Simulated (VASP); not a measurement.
# GaGe (F-43m) in VASP: notebook

Aim: see how the results for GaGe move with the level of theory and the settings. Levels: PBEsol, LDA. Tasks: single point.

Program: VASP 6.6.1. These are calculated values, not measurements. Logs are shortened: lines on timing, memory, paths and dates and some standing lists are left out, and cuts for length are marked.

### 1 The cell of the first run

The structure is cubic, space group F-43m (No. 216). Conventional cell: a = 5.909 Å, b = 5.909 Å, c = 5.909 Å, α = 90.00°, β = 90.00°, γ = 90.00°. Within 3.4 Å of Ge (site symmetry -43m) lie 4 Ga at 2.56 Å. Within 3.4 Å of Ga (site symmetry -43m) lie 4 Ge at 2.56 Å.

### 2 Single point, PBEsol (volume scaled by 1.06)

INCAR

```
SYSTEM = GaGe
ALGO     = Normal         ! electronic algorithm
EDIFF    = 1E-6           ! SCF threshold, eV
ENCUT    = 520            ! plane-wave cutoff, eV
GGA      = PS             ! functional
ISIF     = 2              ! what is computed and relaxed
ISMEAR   = -1             ! smearing method
LASPH    = .True.         ! aspherical terms in the spheres
LCHARG   = .True.         ! write CHGCAR
LELF     = .True.         ! ELF
LREAL    = .False.        ! projectors in reciprocal space
LVHAR    = .True.       
LWAVE    = .False.        ! write WAVECAR
NBANDS   = 20             ! bands
NELM     = 100            ! most SCF steps
PREC     = Accurate       ! precision mode
SIGMA    = 0.05           ! smearing width, eV
```

KPOINTS

```
k-points
0
Gamma
  8 8 8
  0 0 0
```

POSCAR

```
GaGe
1.0
    0.0000000000      2.9546788998      2.9546788998
    2.9546788998      0.0000000000      2.9546788998
    2.9546788998      2.9546788998      0.0000000000
Ge Ga
1 1
Direct
    0.0000000000      0.0000000000      0.0000000000
    0.2500000000      0.2500000000      0.2500000000
```

Potentials or basis: VASP PAW PBE potentials, release 64 (Ge_d, Ga_d).

On the command line:

```
$ cat potpaw_PBE.64/Ge_d/POTCAR potpaw_PBE.64/Ga_d/POTCAR > POTCAR
$ mpirun -np 1 vasp_std > vasp.out
```

OUTCAR:

```text
SYSTEM = GaGe
   EDIFF = 1E-6
   ENCUT = 520
   GGA = PS
   ISIF = 2
   ISMEAR = -1
   LASPH = .True.
   LREAL = .False.
   NELM = 100
   PREC = Accurate

 ion  position               nearest neighbor table
   1  0.000  0.000  0.000-   2 2.56   2 2.56   2 2.56   2 2.56
   2  0.250  0.250  0.250-   1 2.56   1 2.56   1 2.56   1 2.56

  LATTYP: Found a face centered cubic cell.
 ALAT       =     5.9093577996

  Lattice vectors:

 A1 = (   0.0000000000,   2.9546788998,   2.9546788998)
 A2 = (   2.9546788998,   0.0000000000,   2.9546788998)
 A3 = (   2.9546788998,   2.9546788998,   0.0000000000)

Analysis of symmetry for initial positions (statically):
=====================================================================
 Subroutine PRICEL returns:
 Original cell was already a primitive cell.

 Routine SETGRP: Setting up the symmetry group for a
 face centered cubic supercell.

 Subroutine GETGRP returns: Found 24 space group operations
 (whereof 24 operations were pure point group operations)
 out of a pool of 48 trial point group operations.

The static configuration has the point symmetry T_d .

Analysis of symmetry for dynamics (positions and initial velocities):
=====================================================================
 Subroutine PRICEL returns:
 Original cell was already a primitive cell.

 Routine SETGRP: Setting up the symmetry group for a
 face centered cubic supercell.

 Subroutine GETGRP returns: Found 24 space group operations
 (whereof 24 operations were pure point group operations)
 out of a pool of 48 trial point group operations.

The dynamic configuration has the point symmetry T_d .

 Subroutine INISYM returns: Found 24 space group operations
 (whereof 24 operations are pure point group operations),
 and found     1 'primitive' translations

----------------------------------------------------------------------------------------

                                     Primitive cell

  volume of cell :      51.5894

  direct lattice vectors                    reciprocal lattice vectors
     0.000000000  2.954678900  2.954678900    -0.169223126  0.169223126  0.169223126
     2.954678900  0.000000000  2.954678900     0.169223126 -0.169223126  0.169223126
     2.954678900  2.954678900  0.000000000     0.169223126  0.169223126 -0.169223126

  length of vectors
     4.178546973  4.178546973  4.178546973     0.293103052  0.293103052  0.293103052

  position of ions in fractional coordinates (direct lattice)
     0.000000000  0.000000000  0.000000000
[... 62 lines left out ...]
   total plane-waves  NPLWV =  32768
   dimension x,y,z NGX =    32 NGY =   32 NGZ =   32
   dimension x,y,z NGXF=    64 NGYF=   64 NGZF=   64
   ions per type =               1   1
   NGX,Y,Z   is equivalent  to a cutoff of  12.73, 12.73, 12.73 a.u.
   NGXF,Y,Z  is equivalent  to a cutoff of  25.46, 25.46, 25.46 a.u.
 SYSTEM =  GaGe
   PREC   = accura    normal or accurate (medium, high low for compatibility)
   ISTART =      0    job   : 0-new  1-cont  2-samecut
   ICHARG =      2    charge: 1-file 2-atom 10-const
   ISPIN  =      1    spin polarized calculation?
   LNONCOLLINEAR =      F non collinear calculations
   LSORBIT =      F    spin-orbit coupling
   LASPH  =      T    aspherical Exc in radial PAW
   ENCUT  =  520.0 eV  38.22 Ry    6.18 a.u.   7.77  7.77  7.77*2*pi/ulx,y,z
   NELM   =    100;   NELMIN=  2; NELMDL= -5     # of ELM steps
   EDIFF  = 0.1E-05   stopping-criterion for ELM
   LREAL  =      F    real-space projection
[... 7 lines left out ...]
   TEBEG  =    0.0;   TEEND  =   0.0 temperature during run
   PSTRESS=    0.0 pullay stress
   NELECT =      27.0000    total number of electrons
   NUPDOWN=      -1.0000    fix difference up-down
   EMIN   =  10.00;   EMAX   =-10.00  energy-range for DOS
   EFERMI =   0.00;   METHOD = LEGACY
   ISMEAR =    -1;   SIGMA  =   0.05  broadening in eV -4-tet -1-fermi 0-gaus
   EFERMI_NEDOS =   21; number of points for ismear=-14 and -15
   IALGO  =     38    algorithm
   IMIX   =      4    mixing-type and parameters
     AMIX     =   0.40;   BMIX     =  1.00
     AMIX_MAG =   1.60;   BMIX_MAG =  1.00
  volume/ion in A,a.u.               =      25.79       174.07
  Fermi-wavevector in a.u.,A,eV,Ry     =   1.319297  2.493109 23.681534  1.740544
  Thomas-Fermi vector in A             =   2.449205
   LORBIT       =      0    0 simple, 1 ext, 2 COOP (PROOUT), +10 PAW based schemes
   GGA     = PS    functional components
   LHFCALC =     F    Hartree Fock is set to
   AEXX    =    0.0000 exact exchange contribution
   IVDW    =     0    specifies the selected vdW correction
   LEPSILON=     F    determine dielectric tensor
   LRPA    =     F    only Hartree local field effects (RPA)
 non-spin polarized calculation
  energy-cutoff  :      520.00
  volume of cell :       51.59
 maximum number of plane-waves:      1411
   NGX = 15   NGY = 15   NGZ = 15

 number of electron      27.0000005 magnetization

 Free energy of the ion-electron system (eV)
  ---------------------------------------------------
  ext. energy  EPLUGINS =         0.00000000
  ---------------------------------------------------
  free energy    TOTEN  =        -7.83454458 eV

  energy without entropy =       -7.82560929  energy(sigma->0) =       -7.83007693

 E-fermi :   2.5165     XC(G=0):  -9.4761

 val. band max:        2.2971374028   @ k =   0.2500   0.2500   0.0000
 cond. band min:       2.5553476112   @ k =   0.5000   0.1250   0.0000
 fundamental gap:      0.2582102084
 Fermi energy:         2.5165090386

 k-point     1 :       0.0000    0.0000    0.0000
  band No.  band energies     occupation
      1     -21.3927      2.00000
      2     -21.3927      2.00000
      3     -21.3927      2.00000
      4     -21.3764      2.00000
      5     -21.3764      2.00000
      6     -11.7673      2.00000
[... 541 lines left out ...]
     19      11.2811      0.00000
     20      14.0476      0.00000

 [... further k-points ...]
[... 5 lines left out ...]
  --------------------------------------------------------------------------------------
  -------------------------------------------------------------------------------------
  Total       -1.4995400     -1.4995400     -1.4995400      0.0000000      0.0000000      0.0000000
  in kB      -46.5701644    -46.5701644    -46.5701644      0.0000000      0.0000000      0.0000000
  external PRESSURE =     -46.5701644 kB  Pullay stress =       0.0000000 kB

 VOLUME and BASIS-vectors are now :
 -----------------------------------------------------------------------------
  energy-cutoff  :      520.00
  volume of cell :       51.59
      direct lattice vectors                 reciprocal lattice vectors
     0.000000000  2.954678900  2.954678900    -0.169223126  0.169223126  0.169223126
     2.954678900  0.000000000  2.954678900     0.169223126 -0.169223126  0.169223126
     2.954678900  2.954678900  0.000000000     0.169223126  0.169223126 -0.169223126

 POSITION                                       TOTAL-FORCE (eV/Angst)
 -----------------------------------------------------------------------------------
      0.00000      0.00000      0.00000         0.000000      0.000000      0.000000
      1.47734      1.47734      1.47734        -0.000000     -0.000000     -0.000000
 -----------------------------------------------------------------------------------
    total drift:                               -0.000001     -0.000001     -0.000001

  FREE ENERGIE OF THE ION-ELECTRON SYSTEM (eV)
  ---------------------------------------------------
  free  energy   TOTEN  =        -7.8345445752 eV

  energy  without entropy=       -7.8256092939  energy(sigma->0) =       -7.83007693
```

stdout:

```text
POSCAR found type information on POSCAR GeGa
 POSCAR found :  2 types and       2 ions
 scaLAPACK will be used
 -----------------------------------------------------------------------------
|                                                                             |
|                                                                             |
|     You enforced a specific xc type in the INCAR file but a different       |
|     I HOPE YOU KNOW WHAT YOU ARE DOING!                                     |
|                                                                             |
 -----------------------------------------------------------------------------

 LDA part: xc-table for (Slater+PW92), standard interpolation
 POSCAR, INCAR and KPOINTS ok, starting setup
 FFT: planning ... GRIDC
 FFT: planning ... GRID_SOFT
 FFT: planning ... GRID
 WAVECAR not read
 entering main loop
```

Run time: 9.3 s. Hardware: 1 thread of Intel Xeon 6975P-C (Granite Rapids), shared host; peak memory 0.18 GiB.

What came out:

```yaml
Free_energy: -7.8345 eV
Pressure: -4.7 GPa
```

Caveat: the PAW data sets were made with another functional, which shifts forces and pressure a little.

(Part 1 of 2 ends here.)
